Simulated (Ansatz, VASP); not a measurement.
**TiSi: VASP beside Ansatz**

INCAR

```
SYSTEM = TiSi
  ALGO = Normal
  EDIFF = 1E-6
  ENCUT = 520
  GGA = PS
  ISIF = 2
  ISMEAR = 0
  LASPH = .True.
  LCHARG = .False.
  LREAL = .False.
  LWAVE = .False.
  NBANDS = 42
  NELM = 80
  PREC = Accurate
  SIGMA = 0.15
```

KPOINTS

```
k-points
0
Gamma
  12 6 10
  0 0 0
```

Contents of POSCAR:

```
TiSi
1.0
    3.6007916910      0.0000000000      0.0000000000
    0.0000000000      7.5785650265      0.0000000000
    0.0000000000      0.0000000000      3.8114663400
Ti Si
4 4
Direct
    0.0000000000      0.5000000000      0.0507500000
    0.5000000000      0.5000000000      0.5507500000
    0.5000000000      0.0000000000      0.5507500000
    0.0000000000      0.0000000000      0.0507500000
    0.0000000000      0.7500000000      0.5507500000
    0.0000000000      0.2500000000      0.5507500000
    0.5000000000      0.2500000000      0.0507500000
    0.5000000000      0.7500000000      0.0507500000
```

Input for Ansatz:

```yaml
crystal:
  lattice:
    - [3.600791691, 0.0, 0.0]
    - [0.0, 7.5785650265, 0.0]
    - [0.0, 0.0, 3.81146634]
  atoms:
    - { symbol: Ti, position: [0.0, 0.5, 0.05075] }
    - { symbol: Ti, position: [0.5, 0.5, 0.55075] }
    - { symbol: Ti, position: [0.5, 0.0, 0.55075] }
    - { symbol: Ti, position: [0.0, 0.0, 0.05075] }
    - { symbol: Si, position: [0.0, 0.75, 0.55075] }
    - { symbol: Si, position: [0.0, 0.25, 0.55075] }
    - { symbol: Si, position: [0.5, 0.25, 0.05075] }
    - { symbol: Si, position: [0.5, 0.75, 0.05075] }
basis:
  ecutwfc: 420
kpoints:
  mp_grid: { grid: [12, 6, 10] }
hamiltonian:
  xc: pbesol
scf:
  occupations: { method: gaussian, width: 0.15 }
output:
  forces: true
  stress: true
  eigenvalues: true
```

Change from the starting cell: strain +0.000 along x and y, -0.080 along z, atoms carried along.

Alike in both runs: task single point; functional PBEsol; k mesh 12 × 6 × 10; occupations gaussian, width 0.15 eV; no spin polarisation.

```csv
,VASP,Ansatz
version,VASP 6.6.1,Ansatz 0.2.0
potentials or method,"VASP PAW PBE potentials, release 64 (Ti_sv, Si), cutoff 520 eV","scalar-relativistic, plane waves, PAW"
valence electrons in the cell,64,64
```

Ansatz gave:

| Item | Value |
| --- | --- |
| gap on the k mesh at the Fermi level (eV) | none |
| pressure (GPa) | 13.1 |
| traceless stress, the component that is largest in VASP (GPa) | -2.60 |

Problem. What did VASP give for the same quantities?

Solution. gap on the k mesh at the Fermi level (eV): none; pressure (GPa): 13.1; traceless stress, the component that is largest in VASP (GPa): -2.52.

VASP's potentials were made for PBE, not for PBEsol. A gap of «none» marks a metal or a gap that the smearing closes.
